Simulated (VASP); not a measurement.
Write the native input for VASP 6.6.1 that does the following.

| Property | Result |
| --- | --- |
| Task | single point |
| Functional | LDA |
| Potentials or basis | VASP PAW LDA potentials, release 64 (Ca_sv) |
| Cutoff | 520 eV |
| k mesh | 9 × 9 × 1 |
| Occupations | gaussian, width 0.1 eV |
| Spin | no spin polarisation |
| Dipole correction | yes |
| Further INCAR settings | ALGO = Fast; EDIFF = 1e-06; NBANDS = 33 |

The structure of Ca lies in POSCAR:

```
Ca
1.0
    3.7750735674      0.0000000000      0.0000000000
   -1.8875367837      3.2693096105      0.0000000000
    0.0000000000      0.0000000000     27.3293386422
Ca
5
Direct
    0.6666666667      0.3333333333      0.2744303511
    0.3333333333      0.6666666667      0.3872151756
    0.0000000000      0.0000000000      0.5000000000
    0.6666666667      0.3333333333      0.6127848244
    0.3333333333      0.6666666667      0.7255696489
```

These files were run (other wordings do the same):

INCAR

```
SYSTEM = Ca
ALGO = Fast ; DIPOL = 0.5 0.5 0.500
EDIFF = 1E-6 ; ENCUT = 520
IDIPOL = 3 ; ISIF = 2
ISMEAR = 0 ; LASPH = .True.
LCHARG = .True. ; LDIPOL = .True.
LELF = .True. ; LREAL = .False.
LVACPOTAV = .True. ; LVHAR = .True.
LWAVE = .False. ; NBANDS = 33
NELM = 100 ; PREC = Accurate
SIGMA = 0.1
```

KPOINTS

```
k-points
0
Gamma
  9 9 1
  0 0 0
```

Potentials or basis: VASP PAW LDA potentials, release 64 (Ca_sv).

Run with:

```console
$ cat potpaw_LDA.64/Ca_sv/POTCAR > POTCAR
$ mpirun -np 1 vasp_std > vasp.out
```

Results of the run:

```json
{
  "Largest force": "0.083 eV/Å",
  "Band gap on the k mesh": "zero (bands 25 and 26 overlap by 0.15 eV)"
}
```

It took 3.7 min on 1 thread of Intel(R) Xeon(R) 6975P-C (Granite Rapids), on a shared host, peak memory 0.35 GiB.
